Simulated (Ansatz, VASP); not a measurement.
One calculation of In, two programs

INCAR

```
SYSTEM = In
PREC = Accurate
ENCUT = 520
EDIFF = 1E-6
ISMEAR = 0
SIGMA = 0.15
LREAL = .False.
LASPH = .True.
NELM = 60
ALGO = Fast
ISIF = 2
LWAVE = .False.
LCHARG = .False.
GGA = PE
NBANDS = 12
```

Contents of KPOINTS:

```
regular mesh
0
Gamma
  18 18 18
  0 0 0
```

POSCAR

```
In
1.0
   -1.8072242304      1.8072242304      1.7319232208
    1.8072242304     -1.8072242304      1.7319232208
    1.8072242304      1.8072242304     -1.7319232208
In
1
Direct
    0.0000000000      0.0000000000      0.0000000000
```

Input for Ansatz:

```yaml
crystal:
  lattice:
    - [-1.8072242304, 1.8072242304, 1.7319232208]
    - [1.8072242304, -1.8072242304, 1.7319232208]
    - [1.8072242304, 1.8072242304, -1.7319232208]
  atoms:
    - { symbol: In, position: [0.0, 0.0, 0.0] }
basis:
  ecutwfc: 420
kpoints:
  mp_grid: { grid: [18, 18, 18] }
hamiltonian:
  xc: pbe
scf:
  occupations: { method: gaussian, width: 0.15 }
output:
  forces: true
  stress: true
  eigenvalues: true
```

Change from the starting cell: strain -0.040 along x and y, -0.080 along z, atoms carried along.

Alike in both runs: task single point; functional PBE; k mesh 18 × 18 × 18; occupations gaussian, width 0.15 eV; no spin polarisation.

|  | VASP | Ansatz |
| --- | --- | --- |
| version | VASP 6.6.1 | Ansatz 0.2.0 |
| potentials or method | VASP PAW PBE potentials, release 64 (In_d), cutoff 520 eV | scalar-relativistic, plane waves, PAW |
| valence electrons in the cell | 13 | 13 |

```csv
,VASP,Ansatz,Ansatz less VASP
gap on the k mesh at the Fermi level (eV),none,none,-
pressure (GPa),12.0,12.0,+0.02
"traceless stress, the component that is largest in VASP (GPa)",-0.17,-0.17,0.000
```

A gap of «none» marks a metal or a gap that the smearing closes. With one functional, cell and mesh, what is left measures potentials, basis and numerics.
